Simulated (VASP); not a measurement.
# Sn (Fd-3m) in VASP: notebook

Sn is run at these levels: LDA; tasks: single point.

Program: VASP 6.6.1. These are calculated values, not measurements. Logs are shortened: lines on timing, memory, paths and dates and some standing lists are left out, and cuts for length are marked.

### Step 1. The cell of the first run

It takes space group Fd-3m (No. 227, cubic). The conventional cell has a = 6.476 Å, b = 6.476 Å, c = 6.476 Å, α = 90.00°, β = 90.00°, γ = 90.00°. Sn (site symmetry -43m) has 4 Sn at 2.80 Å within 3.7 Å.

### Step 2. Single point, LDA

File INCAR:

```
SYSTEM = Sn
ALGO     = Normal         ! electronic algorithm
EDIFF    = 1E-6           ! SCF threshold, eV
ENCUT    = 520            ! plane-wave cutoff, eV
ISIF     = 2              ! what is computed and relaxed
ISMEAR   = 0              ! smearing method
LASPH    = .TRUE.         ! aspherical terms in the spheres
LCHARG   = .FALSE.        ! write CHGCAR
LREAL    = .FALSE.        ! projectors in reciprocal space
LWAVE    = .FALSE.        ! write WAVECAR
NBANDS   = 21             ! bands
NELM     = 100            ! most SCF steps
PREC     = Accurate       ! precision mode
SIGMA    = 0.03           ! smearing width, eV
```

File KPOINTS:

```
k-points
0
G
  9 9 9
  0 0 0
```

File POSCAR:

```
Sn
1.0
    0.0000000000      3.2380799619      3.2380799619
    3.2380799619      0.0000000000      3.2380799619
    3.2380799619      3.2380799619      0.0000000000
Sn
2
Direct
    0.5000000000      0.5000000000      0.5000000000
    0.7500000000      0.7500000000      0.7500000000
```

Potentials or basis: VASP PAW LDA potentials, release 64 (Sn_d).

Launch:

```
cat potpaw_LDA.64/Sn_d/POTCAR > POTCAR
mpirun -np 1 vasp_std > vasp.out
```

OUTCAR:

```text
SYSTEM = Sn
   EDIFF = 1E-6
   ENCUT = 520
   ISIF = 2
   ISMEAR = 0
   LASPH = .TRUE.
   LREAL = .FALSE.
   NELM = 100
   PREC = Accurate

 ion  position               nearest neighbor table
   1  0.500  0.500  0.500-   2 2.80   2 2.80   2 2.80   2 2.80
   2  0.750  0.750  0.750-   1 2.80   1 2.80   1 2.80   1 2.80

  LATTYP: Found a face centered cubic cell.
 ALAT       =     6.4761599238

  Lattice vectors:

 A1 = (   0.0000000000,   3.2380799619,   3.2380799619)
 A2 = (   3.2380799619,   0.0000000000,   3.2380799619)
 A3 = (   3.2380799619,   3.2380799619,   0.0000000000)

Analysis of symmetry for initial positions (statically):
=====================================================================
 Subroutine PRICEL returns:
 Original cell was already a primitive cell.

 Routine SETGRP: Setting up the symmetry group for a
 face centered cubic supercell.

 Subroutine GETGRP returns: Found 48 space group operations
 (whereof 24 operations were pure point group operations)
 out of a pool of 48 trial point group operations.

The static configuration has the point symmetry T_d .
 The point group associated with its full space group is O_h .

Analysis of symmetry for dynamics (positions and initial velocities):
=====================================================================
 Subroutine PRICEL returns:
 Original cell was already a primitive cell.

 Routine SETGRP: Setting up the symmetry group for a
 face centered cubic supercell.

 Subroutine GETGRP returns: Found 48 space group operations
 (whereof 24 operations were pure point group operations)
 out of a pool of 48 trial point group operations.

The dynamic configuration has the point symmetry T_d .
 The point group associated with its full space group is O_h .

 Subroutine INISYM returns: Found 48 space group operations
 (whereof 24 operations are pure point group operations),
 and found     1 'primitive' translations

----------------------------------------------------------------------------------------

                                     Primitive cell

  volume of cell :      67.9036

  direct lattice vectors                    reciprocal lattice vectors
     0.000000000  3.238079962  3.238079962    -0.154412493  0.154412493  0.154412493
     3.238079962  0.000000000  3.238079962     0.154412493 -0.154412493  0.154412493
     3.238079962  3.238079962  0.000000000     0.154412493  0.154412493 -0.154412493

  length of vectors
     4.579336598  4.579336598  4.579336598     0.267450283  0.267450283  0.267450283

  position of ions in fractional coordinates (direct lattice)
     0.500000000  0.500000000  0.500000000
     0.750000000  0.750000000  0.750000000

  ion indices of the primitive-cell ions
   primitive index   ion index
                 1           1
                 2           2

----------------------------------------------------------------------------------------

 KPOINTS: k-points

Automatic generation of k-mesh.
 Grid dimensions read from file:
 generate k-points for:    9    9    9

 Generating k-lattice:

  Cartesian coordinates                     Fractional coordinates (reciprocal lattice)
    -0.017156944  0.017156944  0.017156944     0.111111111  0.000000000  0.000000000
     0.017156944 -0.017156944  0.017156944     0.000000000  0.111111111  0.000000000
     0.017156944  0.017156944 -0.017156944     0.000000000  0.000000000  0.111111111

  Length of vectors
     0.029716698  0.029716698  0.029716698

  Shift w.r.t. Gamma in fractional coordinates (k-lattice)
     0.000000000  0.000000000  0.000000000

 Subroutine IBZKPT returns following result:
 ===========================================

 Found     35 irreducible k-points:

 Following reciprocal coordinates:
            Coordinates               Weight
  0.000000  0.000000  0.000000      1.000000
  0.111111  0.000000  0.000000      8.000000
  0.222222  0.000000  0.000000      8.000000
  0.333333  0.000000  0.000000      8.000000
  0.444444  0.000000  0.000000      8.000000
  0.111111  0.111111  0.000000      6.000000
[... 16 lines left out ...]
 -0.333333  0.333333  0.000000     12.000000
  0.444444  0.444444  0.000000      6.000000
 [... further k-points ...]
   k-points           NKPTS =     35   k-points in BZ     NKDIM =     35   number of bands    NBANDS=     21
   number of dos      NEDOS =    301   number of ions     NIONS =      2
   total plane-waves  NPLWV =  46656
   dimension x,y,z NGX =    36 NGY =   36 NGZ =   36
   dimension x,y,z NGXF=    72 NGYF=   72 NGZF=   72
   ions per type =               2
   NGX,Y,Z   is equivalent  to a cutoff of  13.07, 13.07, 13.07 a.u.
   NGXF,Y,Z  is equivalent  to a cutoff of  26.14, 26.14, 26.14 a.u.
 SYSTEM =  Sn
   PREC   = accura    normal or accurate (medium, high low for compatibility)
   ISTART =      0    job   : 0-new  1-cont  2-samecut
   ICHARG =      2    charge: 1-file 2-atom 10-const
   ISPIN  =      1    spin polarized calculation?
   LNONCOLLINEAR =      F non collinear calculations
   LSORBIT =      F    spin-orbit coupling
   LASPH  =      T    aspherical Exc in radial PAW
   ENCUT  =  520.0 eV  38.22 Ry    6.18 a.u.   8.51  8.51  8.51*2*pi/ulx,y,z
   NELM   =    100;   NELMIN=  2; NELMDL= -5     # of ELM steps
   EDIFF  = 0.1E-05   stopping-criterion for ELM
   LREAL  =      F    real-space projection
   EDIFFG = 0.1E-04   stopping-criterion for IOM
   NSW    =      0    number of steps for IOM
   IBRION =     -1    ionic relax: 0-MD 1-quasi-New 2-CG
   NFREE  =      0    steps in history (QN), initial steepest desc. (CG)
   ISIF   =      2    stress and relaxation
   ISYM   =      2    0-nonsym 1-usesym 2-fastsym
   POTIM  = 0.5000    time-step for ionic-motion
   TEBEG  =    0.0;   TEEND  =   0.0 temperature during run
   PSTRESS=    0.0 pullay stress
   NELECT =      28.0000    total number of electrons
   NUPDOWN=      -1.0000    fix difference up-down
   EMIN   =  10.00;   EMAX   =-10.00  energy-range for DOS
   EFERMI =   0.00;   METHOD = LEGACY
   ISMEAR =     0;   SIGMA  =   0.03  broadening in eV -4-tet -1-fermi 0-gaus
   EFERMI_NEDOS =   21; number of points for ismear=-14 and -15
   IALGO  =     38    algorithm
   IMIX   =      4    mixing-type and parameters
     AMIX     =   0.40;   BMIX     =  1.00
     AMIX_MAG =   1.60;   BMIX_MAG =  1.00
  volume/ion in A,a.u.               =      33.95       229.12
  Fermi-wavevector in a.u.,A,eV,Ry     =   1.218512  2.302654 20.201555  1.484772
  Thomas-Fermi vector in A             =   2.353796
   LORBIT       =      0    0 simple, 1 ext, 2 COOP (PROOUT), +10 PAW based schemes
   GGA     = CA    functional components
   LHFCALC =     F    Hartree Fock is set to
   AEXX    =    0.0000 exact exchange contribution
   IVDW    =     0    specifies the selected vdW correction
   LEPSILON=     F    determine dielectric tensor
   LRPA    =     F    only Hartree local field effects (RPA)
 non-spin polarized calculation
 Gauss-broadening in eV      SIGMA  =   0.03
  energy-cutoff  :      520.00
  volume of cell :       67.90
 maximum number of plane-waves:      1853
 NGX is ok and might be reduce to    36
   NGX = 17   NGY = 17   NGZ = 17

 number of electron      28.0000006 magnetization

 Free energy of the ion-electron system (eV)
  ---------------------------------------------------
  ext. energy  EPLUGINS =         0.00000000
  ---------------------------------------------------
  free energy    TOTEN  =        -8.93744706 eV

  energy without entropy =       -8.93729562  energy(sigma->0) =       -8.93737134

 E-fermi :   5.3505     XC(G=0):  -9.2201

 val. band max:        5.2844598767   @ k =   0.1111   0.0000   0.0000
 cond. band min:       5.3647136137   @ k =   0.4444   0.0000   0.0000
 fundamental gap:      0.0802537369
 Fermi energy:         5.3505284402

 k-point     1 :       0.0000    0.0000    0.0000
  band No.  band energies     occupation
      1     -16.1917      2.00000
      2     -16.1917      2.00000
      3     -16.1917      2.00000
      4     -16.1293      2.00000
      5     -16.1293      2.00000
      6     -15.8120      2.00000
[... 13 lines left out ...]
     20      13.4887      0.00000
     21      13.4888      0.00000

 k-point     2 :       0.1111    0.0000    0.0000
  band No.  band energies     occupation
      1     -16.2009      2.00000
      2     -16.2009      2.00000
      3     -16.1886      2.00000
      4     -16.1165      2.00000
      5     -16.1165      2.00000
      6     -15.8312      2.00000
[... 13 lines left out ...]
     20      12.6320      0.00000
     21      12.6320      0.00000

 k-point     3 :       0.2222    0.0000    0.0000
  band No.  band energies     occupation
      1     -16.2150      2.00000
      2     -16.2150      2.00000
      3     -16.1807      2.00000
      4     -16.0938      2.00000
      5     -16.0938      2.00000
      6     -15.8522      2.00000
[... 13 lines left out ...]
     20      12.2919      0.00000
     21      12.2919      0.00000

 k-point     4 :       0.3333    0.0000    0.0000
  band No.  band energies     occupation
      1     -16.2243      2.00000
      2     -16.2243      2.00000
      3     -16.1714      2.00000
      4     -16.0762      2.00000
      5     -16.0762      2.00000
      6     -15.8661      2.00000
[... 13 lines left out ...]
     20      12.7849      0.00000
     21      12.7849      0.00000

 k-point     5 :       0.4444    0.0000    0.0000
  band No.  band energies     occupation
      1     -16.2284      2.00000
      2     -16.2284      2.00000
      3     -16.1650      2.00000
      4     -16.0680      2.00000
      5     -16.0680      2.00000
      6     -15.8718      2.00000
[... 13 lines left out ...]
     20      13.8788      0.00000
     21      13.8788      0.00000

 k-point     6 :       0.1111    0.1111    0.0000
  band No.  band energies     occupation
      1     -16.1988      2.00000
      2     -16.1988      2.00000
      3     -16.1987      2.00000
      4     -16.1192      2.00000
      5     -16.1031      2.00000
      6     -15.8585      2.00000
[... 13 lines left out ...]
     20      11.7351      0.00000
     21      13.6251      0.00000

 k-point     7 :       0.2222    0.1111    0.0000
  band No.  band energies     occupation
      1     -16.2171      2.00000
      2     -16.2096      2.00000
      3     -16.1876      2.00000
      4     -16.1021      2.00000
      5     -16.0777      2.00000
      6     -15.8862      2.00000
[... 13 lines left out ...]
     20      12.1113      0.00000
     21      13.1917      0.00000
[... 291 lines left out ...]
      1     -16.2326      2.00000
      2     -16.2326      2.00000
      3     -16.1768      2.00000
      4     -16.0459      2.00000
      5     -16.0010      2.00000
      6     -15.9802      2.00000
[... 13 lines left out ...]
     20      14.7105      0.00000
     21      14.7254      0.00000

 k-point    21 :       0.4444    0.3333    0.0000
  band No.  band energies     occupation
      1     -16.2476      2.00000
      2     -16.2391      2.00000
      3     -16.1463      2.00000
      4     -16.0278      2.00000
      5     -16.0202      2.00000
      6     -15.9538      2.00000
[... 13 lines left out ...]
     20      14.7628      0.00000
     21      15.2563      0.00000

 k-point    22 :      -0.4444    0.3333    0.0000
  band No.  band energies     occupation
      1     -16.2636      2.00000
      2     -16.2434      2.00000
      3     -16.1125      2.00000
      4     -16.0218      2.00000
      5     -15.9962      2.00000
      6     -15.9571      2.00000
[... 13 lines left out ...]
     20      14.0305      0.00000
     21      15.7033      0.00000

 k-point    23 :      -0.3333    0.3333    0.0000
  band No.  band energies     occupation
      1     -16.2683      2.00000
      2     -16.2445      2.00000
      3     -16.1051      2.00000
      4     -16.0018      2.00000
      5     -15.9932      2.00000
      6     -15.9722      2.00000
[... 13 lines left out ...]
     20      12.8273      0.00000
     21      16.0333      0.00000

 k-point    24 :       0.4444    0.4444    0.0000
  band No.  band energies     occupation
      1     -16.2429      2.00000
      2     -16.2429      2.00000
      3     -16.1340      2.00000
      4     -16.0732      2.00000
      5     -15.9919      2.00000
      6     -15.9350      2.00000
[... 13 lines left out ...]
     20      15.2415      0.00000
     21      15.6981      0.00000

 [... further k-points ...]
[... 5 lines left out ...]
  --------------------------------------------------------------------------------------
  -------------------------------------------------------------------------------------
  Total       -0.0300559     -0.0300559     -0.0300559      0.0000000     -0.0000000      0.0000000
  in kB       -0.7091661     -0.7091661     -0.7091661      0.0000000     -0.0000000      0.0000000
  external PRESSURE =      -0.7091661 kB  Pullay stress =       0.0000000 kB

 VOLUME and BASIS-vectors are now :
 -----------------------------------------------------------------------------
  energy-cutoff  :      520.00
  volume of cell :       67.90
      direct lattice vectors                 reciprocal lattice vectors
     0.000000000  3.238079962  3.238079962    -0.154412493  0.154412493  0.154412493
     3.238079962  0.000000000  3.238079962     0.154412493 -0.154412493  0.154412493
     3.238079962  3.238079962  0.000000000     0.154412493  0.154412493 -0.154412493

 POSITION                                       TOTAL-FORCE (eV/Angst)
 -----------------------------------------------------------------------------------
      3.23808      3.23808      3.23808        -0.000000     -0.000000     -0.000000
      4.85712      4.85712      4.85712         0.000000      0.000000      0.000000
 -----------------------------------------------------------------------------------
    total drift:                                0.000000      0.000000      0.000000

  FREE ENERGIE OF THE ION-ELECTRON SYSTEM (eV)
  ---------------------------------------------------
  free  energy   TOTEN  =        -8.9374470646 eV

  energy  without entropy=       -8.9372956226  energy(sigma->0) =       -8.93737134
```

It took 38 s on 1 thread of Intel Xeon Platinum 8488C (Sapphire Rapids), shared host; peak memory 0.18 GiB.

Results:

| Quantity | Value |
| --- | --- |
| Free energy | -8.9374 eV |
| Pressure | -0.1 GPa |
| Band gap on the k mesh | zero (band 14 reaches 5.52 eV, above the bottom of band 15 at 5.36 eV) |

Levels at points of the mesh, in eV from the Fermi level:
```tsv
k point	band 11	band 12	band 13	band 14	band 15	band 16	band 17	band 18
(0.00, 0.00, 0.00)	-10.61	-0.67	0.17	0.17	0.17	2.23	2.23	2.23
```

Caveat: spin-orbit coupling is left out, which moves the levels of the heavy elements.

### Step 3. Single point, LDA

File INCAR:

```
ALGO = Normal ; EDIFF = 1E-7
ENCUT = 520 ; GGA = CA
ISIF = 2 ; ISMEAR = 0
LASPH = T ; LCHARG = F
LREAL = F ; LWAVE = F
NBANDS = 21 ; NELM = 80
PREC = Accurate ; SIGMA = 0.1
```

File KPOINTS:

```
k-points
0
Gamma
  9 9 9
```

POSCAR is that of step 2.

Potentials or basis: VASP PAW LDA potentials, release 64 (Sn_d).

Launch:

```
cat potpaw_LDA.64/Sn_d/POTCAR > POTCAR
mpirun -np 1 vasp_std > vasp.out
```

Run time: 39 s. Hardware: 1 thread of Intel Xeon Platinum 8488C (Sapphire Rapids), shared host; peak memory 0.19 GiB.

Results (log left out):

| Item | Value |
| --- | --- |
| Free energy | -8.9382 eV |
| Pressure | -0.1 GPa |
| Band gap on the k mesh | zero (band 14 reaches 5.52 eV, above the bottom of band 15 at 5.36 eV) |

Levels at points of the mesh, in eV from the Fermi level:
```csv
k point,band 10,band 11,band 12,band 13,band 14,band 15,band 16,band 17,band 18,band 19
"(0.00, 0.00, 0.00)",-21.17,-10.62,-0.69,0.15,0.15,0.15,2.21,2.21,2.21,4.92
```

Caveat: spin-orbit coupling is left out, which moves the levels of the heavy elements.
